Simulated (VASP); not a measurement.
# SnTe (Fm-3m) in VASP: further runs

Runs on SnTe. Level: LDA. Tasks: electric field gradients.

All numbers are computed with VASP 6.6.1; they aren't measurements. Logs are shortened: lines on timing, memory, paths and dates and some standing lists are left out, and cuts for length are marked.

### Step 1. The cell of the first run

It takes space group Fm-3m (No. 225, cubic). The conventional cell has a = 6.417 Å, b = 6.417 Å, c = 6.417 Å, α = 90.00°, β = 90.00°, γ = 90.00°. Sn (site symmetry m-3m) has 6 Te at 3.21 Å within 4.2 Å. Te (site symmetry m-3m) has 6 Sn at 3.21 Å within 4.2 Å.

### Step 2. Electric field gradients, LDA (volume scaled by 1.05)

File INCAR:

```
PREC = Accurate ; ENCUT = 520
EDIFF = 1E-8 ; ISMEAR = -1
SIGMA = 0.08 ; LREAL = False
LASPH = True ; NELM = 80
ALGO = Normal ; ISIF = 2
LWAVE = False ; LCHARG = False
LEFG = True ; NBANDS = 17
```

File KPOINTS:

```
Automatic mesh
0
Gamma
  11 11 11
```

File POSCAR:

```
SnTe
1.0
    0.0000000000      3.2082551003      3.2082551003
    3.2082551003      0.0000000000      3.2082551003
    3.2082551003      3.2082551003      0.0000000000
Sn Te
1 1
Direct
    0.0000000000      0.0000000000      0.0000000000
    0.5000000000      0.5000000000      0.5000000000
```

Potentials or basis: VASP PAW LDA potentials, release 64 (Sn_d, Te).

Run with:

```sh
$ cat potpaw_LDA.64/Sn_d/POTCAR potpaw_LDA.64/Te/POTCAR > POTCAR
$ mpirun -np 1 vasp_std > vasp.out
```

OUTCAR:

```text
PREC = Accurate
   ENCUT = 520
   EDIFF = 1E-8
   ISMEAR = -1
   LREAL = False
   LASPH = True
   NELM = 80
   ISIF = 2

 ion  position               nearest neighbor table
   1  0.000  0.000  0.000-   2 3.21   2 3.21   2 3.21   2 3.21   2 3.21   2 3.21
   2  0.500  0.500  0.500-   1 3.21   1 3.21   1 3.21   1 3.21   1 3.21   1 3.21

  LATTYP: Found a face centered cubic cell.
 ALAT       =     6.4165102006

  Lattice vectors:

 A1 = (   0.0000000000,   3.2082551003,   3.2082551003)
 A2 = (   3.2082551003,   0.0000000000,   3.2082551003)
 A3 = (   3.2082551003,   3.2082551003,   0.0000000000)

Analysis of symmetry for initial positions (statically):
=====================================================================
 Subroutine PRICEL returns:
 Original cell was already a primitive cell.

 Routine SETGRP: Setting up the symmetry group for a
 face centered cubic supercell.

 Subroutine GETGRP returns: Found 48 space group operations
 (whereof 48 operations were pure point group operations)
 out of a pool of 48 trial point group operations.

The static configuration has the point symmetry O_h .

Analysis of symmetry for dynamics (positions and initial velocities):
=====================================================================
 Subroutine PRICEL returns:
 Original cell was already a primitive cell.

 Routine SETGRP: Setting up the symmetry group for a
 face centered cubic supercell.

 Subroutine GETGRP returns: Found 48 space group operations
 (whereof 48 operations were pure point group operations)
 out of a pool of 48 trial point group operations.

The dynamic configuration has the point symmetry O_h .

 Subroutine INISYM returns: Found 48 space group operations
 (whereof 48 operations are pure point group operations),
 and found     1 'primitive' translations

----------------------------------------------------------------------------------------

                                     Primitive cell

  volume of cell :      66.0445

  direct lattice vectors                    reciprocal lattice vectors
     0.000000000  3.208255100  3.208255100    -0.155847956  0.155847956  0.155847956
     3.208255100  0.000000000  3.208255100     0.155847956 -0.155847956  0.155847956
     3.208255100  3.208255100  0.000000000     0.155847956  0.155847956 -0.155847956

  length of vectors
     4.537157874  4.537157874  4.537157874     0.269936578  0.269936578  0.269936578

  position of ions in fractional coordinates (direct lattice)
     0.000000000  0.000000000  0.000000000
     0.500000000  0.500000000  0.500000000

  ion indices of the primitive-cell ions
   primitive index   ion index
                 1           1
                 2           2

----------------------------------------------------------------------------------------

 KPOINTS: Automatic mesh

Automatic generation of k-mesh.
 Grid dimensions read from file:
 generate k-points for:   11   11   11

 Generating k-lattice:

  Cartesian coordinates                     Fractional coordinates (reciprocal lattice)
    -0.014167996  0.014167996  0.014167996     0.090909091  0.000000000  0.000000000
     0.014167996 -0.014167996  0.014167996     0.000000000  0.090909091  0.000000000
     0.014167996  0.014167996 -0.014167996     0.000000000  0.000000000  0.090909091

  Length of vectors
     0.024539689  0.024539689  0.024539689

  Shift w.r.t. Gamma in fractional coordinates (k-lattice)
     0.000000000  0.000000000  0.000000000

 Subroutine IBZKPT returns following result:
 ===========================================

 Found     56 irreducible k-points:

 Following reciprocal coordinates:
            Coordinates               Weight
  0.000000  0.000000  0.000000      1.000000
  0.090909  0.000000  0.000000      8.000000
  0.181818  0.000000  0.000000      8.000000
  0.272727  0.000000  0.000000      8.000000
  0.363636  0.000000  0.000000      8.000000
  0.454545  0.000000  0.000000      8.000000
[... 16 lines left out ...]
 -0.272727  0.181818  0.000000     24.000000
 -0.181818  0.181818  0.000000     12.000000
 [... further k-points ...]
   k-points           NKPTS =     56   k-points in BZ     NKDIM =     56   number of bands    NBANDS=     17
   number of dos      NEDOS =    301   number of ions     NIONS =      2
   total plane-waves  NPLWV =  46656
   dimension x,y,z NGX =    36 NGY =   36 NGZ =   36
   dimension x,y,z NGXF=    72 NGYF=   72 NGZF=   72
   ions per type =               1   1
   NGX,Y,Z   is equivalent  to a cutoff of  13.19, 13.19, 13.19 a.u.
   NGXF,Y,Z  is equivalent  to a cutoff of  26.38, 26.38, 26.38 a.u.
 SYSTEM =  unknown system
   PREC   = accura    normal or accurate (medium, high low for compatibility)
   ISTART =      0    job   : 0-new  1-cont  2-samecut
   ICHARG =      2    charge: 1-file 2-atom 10-const
   ISPIN  =      1    spin polarized calculation?
   LNONCOLLINEAR =      F non collinear calculations
   LSORBIT =      F    spin-orbit coupling
   LASPH  =      T    aspherical Exc in radial PAW
   ENCUT  =  520.0 eV  38.22 Ry    6.18 a.u.   8.44  8.44  8.44*2*pi/ulx,y,z
   NELM   =     80;   NELMIN=  2; NELMDL= -5     # of ELM steps
   EDIFF  = 0.1E-07   stopping-criterion for ELM
   LREAL  =      F    real-space projection
   EDIFFG = 0.1E-06   stopping-criterion for IOM
   NSW    =      0    number of steps for IOM
   IBRION =     -1    ionic relax: 0-MD 1-quasi-New 2-CG
   NFREE  =      0    steps in history (QN), initial steepest desc. (CG)
   ISIF   =      2    stress and relaxation
   ISYM   =      2    0-nonsym 1-usesym 2-fastsym
   POTIM  = 0.5000    time-step for ionic-motion
   TEBEG  =    0.0;   TEEND  =   0.0 temperature during run
   PSTRESS=    0.0 pullay stress
   NELECT =      20.0000    total number of electrons
   NUPDOWN=      -1.0000    fix difference up-down
   EMIN   =  10.00;   EMAX   =-10.00  energy-range for DOS
   EFERMI =   0.00;   METHOD = LEGACY
   ISMEAR =    -1;   SIGMA  =   0.08  broadening in eV -4-tet -1-fermi 0-gaus
   EFERMI_NEDOS =   21; number of points for ismear=-14 and -15
   IALGO  =     38    algorithm
   IMIX   =      4    mixing-type and parameters
     AMIX     =   0.40;   BMIX     =  1.00
     AMIX_MAG =   1.60;   BMIX_MAG =  1.00
  volume/ion in A,a.u.               =      33.02       222.85
  Fermi-wavevector in a.u.,A,eV,Ry     =   1.099358  2.077486 16.443848  1.208589
  Thomas-Fermi vector in A             =   2.235751
   LORBIT       =      0    0 simple, 1 ext, 2 COOP (PROOUT), +10 PAW based schemes
   GGA     = CA    functional components
   LHFCALC =     F    Hartree Fock is set to
   AEXX    =    0.0000 exact exchange contribution
   IVDW    =     0    specifies the selected vdW correction
   LEPSILON=     F    determine dielectric tensor
   LRPA    =     F    only Hartree local field effects (RPA)
 non-spin polarized calculation
  energy-cutoff  :      520.00
  volume of cell :       66.04
 maximum number of plane-waves:      1807
 NGX is ok and might be reduce to    36
   NGX = 17   NGY = 17   NGZ = 17

 number of electron      20.0000005 magnetization

 Free energy of the ion-electron system (eV)
  ---------------------------------------------------
  ext. energy  EPLUGINS =         0.00000000
  ---------------------------------------------------
  free energy    TOTEN  =        -8.77044122 eV

  energy without entropy =       -8.76911760  energy(sigma->0) =       -8.76977941

 E-fermi :   6.0245     XC(G=0):  -9.5048

 val. band max:        5.8373829451   @ k =   0.4545   0.0000   0.0000
 cond. band min:       6.2528535188   @ k =   0.4545   0.0000   0.0000
 fundamental gap:      0.4154705737
 Fermi energy:         6.0245475175

 k-point     1 :       0.0000    0.0000    0.0000
  band No.  band energies     occupation
      1     -15.7025      2.00000
      2     -15.7025      2.00000
      3     -15.6964      2.00000
      4     -15.6964      2.00000
      5     -15.6964      2.00000
      6      -6.3606      2.00000
[... 9 lines left out ...]
     16      10.9372      0.00000
     17      12.9413      0.00000
[... 441 lines left out ...]
 k-point    24 :      -0.1818    0.1818    0.0000
  band No.  band energies     occupation
      1     -15.7053      2.00000
      2     -15.7043      2.00000
      3     -15.6953      2.00000
      4     -15.6937      2.00000
      5     -15.6925      2.00000
      6      -5.7335      2.00000
[... 9 lines left out ...]
     16      13.8315      0.00000
     17      13.9855      0.00000

 [... further k-points ...]

------------------------ aborting loop because EDIFF is reached ----------------------------------------

  FORCE on cell =-STRESS in cart. coord.  units (eV):
  Direction    XX          YY          ZZ          XY          YZ          ZX
  --------------------------------------------------------------------------------------
  -------------------------------------------------------------------------------------
  Total       -1.4598924     -1.4598924     -1.4598924     -0.0000000     -0.0000000      0.0000000
  in kB      -35.4156127    -35.4156127    -35.4156127     -0.0000000     -0.0000000      0.0000000
  external PRESSURE =     -35.4156127 kB  Pullay stress =       0.0000000 kB

 VOLUME and BASIS-vectors are now :
 -----------------------------------------------------------------------------
  energy-cutoff  :      520.00
  volume of cell :       66.04
      direct lattice vectors                 reciprocal lattice vectors
     0.000000000  3.208255100  3.208255100    -0.155847956  0.155847956  0.155847956
     3.208255100  0.000000000  3.208255100     0.155847956 -0.155847956  0.155847956
     3.208255100  3.208255100  0.000000000     0.155847956  0.155847956 -0.155847956

 POSITION                                       TOTAL-FORCE (eV/Angst)
 -----------------------------------------------------------------------------------
      0.00000      0.00000      0.00000         0.000000      0.000000      0.000000
      3.20826      3.20826      3.20826        -0.000000     -0.000000     -0.000000
 -----------------------------------------------------------------------------------
    total drift:                               -0.000000      0.000000      0.000000

  FREE ENERGIE OF THE ION-ELECTRON SYSTEM (eV)
  ---------------------------------------------------
  free  energy   TOTEN  =        -8.7704412220 eV

  energy  without entropy=       -8.7691175963  energy(sigma->0) =       -8.76977941

 Electric field gradients (V/A^2)
---------------------------------------------------------------------
 ion       V_xx      V_yy      V_zz      V_xy      V_xz      V_yz
---------------------------------------------------------------------
   1       0.000    -0.000     0.000    -0.001    -0.001    -0.001
   2       0.000     0.000     0.000    -0.000    -0.000    -0.000
---------------------------------------------------------------------

 Electric field gradients after diagonalization (V/A^2)
 (convention: |V_zz| > |V_xx| > |V_yy|)
----------------------------------------------------------------------
 ion       V_xx      V_yy      V_zz     asymmetry (V_yy - V_xx)/ V_zz
----------------------------------------------------------------------
   1       0.001     0.001    -0.002       0.000
   2       0.000     0.000    -0.000       0.000
----------------------------------------------------------------------

           NMR quadrupolar parameters

 Cq : quadrupolar parameter    Cq=e*Q*V_zz/h
 eta: asymmetry parameters     (V_yy - V_xx)/ V_zz
 Q  : nuclear electric quadrupole moment in mb (millibarn)
----------------------------------------------------------------------
 ion       Cq(MHz)       eta       Q (mb)
----------------------------------------------------------------------
   1      -0.000       0.000       1.000
   2      -0.000       0.000       1.000
----------------------------------------------------------------------
```

It took 1.9 min on 1 thread of Intel Xeon 6975P-C, shared host; peak memory 0.21 GiB.

What came out:

- Free energy: -8.7704 eV
- Pressure: -3.5 GPa

Levels at points of the mesh, in eV from the Fermi level:
| k point | band 6 | band 7 | band 8 | band 9 | band 10 | band 11 | band 12 | band 13 | band 14 | band 15 |
| --- | --- | --- | --- | --- | --- | --- | --- | --- | --- | --- |
| (0.00, 0.00, 0.00) | -12.39 | -4.95 | -1.93 | -1.93 | -1.93 | 3.21 | 3.21 | 3.21 | 4.91 | 4.91 |

Caveat: this odd mesh misses L, where the gap lies, so gap, dielectric constants and Born charges aren't listed; without QUAD_EFG the Cq values of the log hold for a quadrupole moment of 1 mb, not for the nuclei; spin-orbit coupling is left out, which moves the levels of the heavy elements.

### Step 3. Electric field gradients, LDA (volume scaled by 1.05)

File INCAR:

```
SYSTEM = SnTe
PREC     = Accurate       ! precision mode
ENCUT    = 520            ! plane-wave cutoff, eV
EDIFF    = 1E-8           ! SCF threshold, eV
ISMEAR   = -1             ! smearing method
SIGMA    = 0.08           ! smearing width, eV
LREAL    = .False.        ! projectors in reciprocal space
LASPH    = .True.         ! aspherical terms in the spheres
NELM     = 60             ! most SCF steps
ALGO     = Normal         ! electronic algorithm
ISIF     = 2              ! what is computed and relaxed
LWAVE    = .False.        ! write WAVECAR
LCHARG   = .False.        ! write CHGCAR
GGA      = CA             ! functional
LEFG     = .True.       
NBANDS   = 17             ! bands
```

File KPOINTS:

```
Automatic mesh
0
Gamma
  11 11 11
  0 0 0
```

POSCAR is that of step 2.

Potentials or basis: VASP PAW LDA potentials, release 64 (Sn_d, Te).

Run with:

```sh
$ cat potpaw_LDA.64/Sn_d/POTCAR potpaw_LDA.64/Te/POTCAR > POTCAR
$ mpirun -np 1 vasp_std > vasp.out
```

OUTCAR:

```text
SYSTEM = SnTe
   PREC = Accurate
   ENCUT = 520
   EDIFF = 1E-8
   ISMEAR = -1
   LREAL = .False.
   LASPH = .True.
   NELM = 60
   ISIF = 2
   GGA = CA

 ion  position               nearest neighbor table
   1  0.000  0.000  0.000-   2 3.21   2 3.21   2 3.21   2 3.21   2 3.21   2 3.21
   2  0.500  0.500  0.500-   1 3.21   1 3.21   1 3.21   1 3.21   1 3.21   1 3.21

  LATTYP: Found a face centered cubic cell.
 ALAT       =     6.4165102006

  Lattice vectors:

 A1 = (   0.0000000000,   3.2082551003,   3.2082551003)
[... 693 lines left out ...]
  ---------------------------------------------------
  free  energy   TOTEN  =        -8.7704412220 eV

  energy  without entropy=       -8.7691175963  energy(sigma->0) =       -8.76977941

 Electric field gradients (V/A^2)
---------------------------------------------------------------------
 ion       V_xx      V_yy      V_zz      V_xy      V_xz      V_yz
---------------------------------------------------------------------
   1       0.000    -0.000     0.000    -0.001    -0.001    -0.001
   2       0.000     0.000     0.000    -0.000    -0.000    -0.000
---------------------------------------------------------------------

 Electric field gradients after diagonalization (V/A^2)
 (convention: |V_zz| > |V_xx| > |V_yy|)
----------------------------------------------------------------------
 ion       V_xx      V_yy      V_zz     asymmetry (V_yy - V_xx)/ V_zz
----------------------------------------------------------------------
   1       0.001     0.001    -0.002       0.000
   2       0.000     0.000    -0.000       0.000
----------------------------------------------------------------------

           NMR quadrupolar parameters

 Cq : quadrupolar parameter    Cq=e*Q*V_zz/h
 eta: asymmetry parameters     (V_yy - V_xx)/ V_zz
 Q  : nuclear electric quadrupole moment in mb (millibarn)
----------------------------------------------------------------------
 ion       Cq(MHz)       eta       Q (mb)
----------------------------------------------------------------------
   1      -0.000       0.000       1.000
   2      -0.000       0.000       1.000
----------------------------------------------------------------------
```

OSZICAR:

```text
N       E                     dE             d eps       ncg     rms          rms(c)
DAV:   1     0.124016772105E+03    0.12402E+03   -0.95383E+03  1938   0.133E+03
DAV:   2     0.299243062206E+01   -0.12102E+03   -0.11782E+03  2004   0.325E+02
DAV:   3    -0.850479890508E+01   -0.11497E+02   -0.11413E+02  2322   0.907E+01
DAV:   4    -0.883831566373E+01   -0.33352E+00   -0.33329E+00  2252   0.160E+01
DAV:   5    -0.885161032188E+01   -0.13295E-01   -0.13294E-01  2778   0.314E+00    0.397E+00
DAV:   6    -0.877546201856E+01    0.76148E-01   -0.16938E-01  2635   0.264E+00    0.252E+00
DAV:   7    -0.877121742317E+01    0.42446E-02   -0.46535E-02  2350   0.992E-01    0.848E-01
DAV:   8    -0.877048441910E+01    0.73300E-03   -0.62205E-03  2462   0.613E-01    0.131E-01
DAV:   9    -0.877046308785E+01    0.21331E-04   -0.87795E-04  2854   0.224E-01    0.397E-02
DAV:  10    -0.877044499516E+01    0.18093E-04   -0.63589E-05  2534   0.588E-02    0.298E-02
DAV:  11    -0.877044106644E+01    0.39287E-05   -0.34922E-05  2523   0.374E-02    0.191E-02
DAV:  12    -0.877044130962E+01   -0.24318E-06   -0.28564E-06  2130   0.868E-03    0.143E-02
DAV:  13    -0.877044129626E+01    0.13354E-07   -0.49743E-08  2594   0.145E-03    0.107E-02
DAV:  14    -0.877044122033E+01    0.75931E-07   -0.23261E-07  2511   0.420E-03    0.164E-03
DAV:  15    -0.877044122196E+01   -0.16225E-08   -0.26639E-08  2055   0.962E-04
   1 F= -.87704412E+01 E0= -.87697794E+01  d E =-.132363E-02
```

stdout:

```text
POSCAR found type information on POSCAR SnTe
 POSCAR found :  2 types and       2 ions
 scaLAPACK will be used
 LDA part: xc-table for (Slater(with rela. corr.)+CA(PZ))
 , standard interpolation
 POSCAR, INCAR and KPOINTS ok, starting setup
 FFT: planning ... GRIDC
 FFT: planning ... GRID_SOFT
 FFT: planning ... GRID
 WAVECAR not read
 entering main loop
ion   1

ion   2
```

Wall time 97 s (1 thread of Intel Xeon 6975P-C, shared host); peak memory 0.21 GiB.

Results:

```yaml
Free_energy: -8.7704 eV
Pressure: -3.5 GPa
```

Caveat: this odd mesh misses L, where the gap lies, so gap, dielectric constants and Born charges aren't listed; without QUAD_EFG the Cq values of the log hold for a quadrupole moment of 1 mb, not for the nuclei; spin-orbit coupling is left out, which moves the levels of the heavy elements.
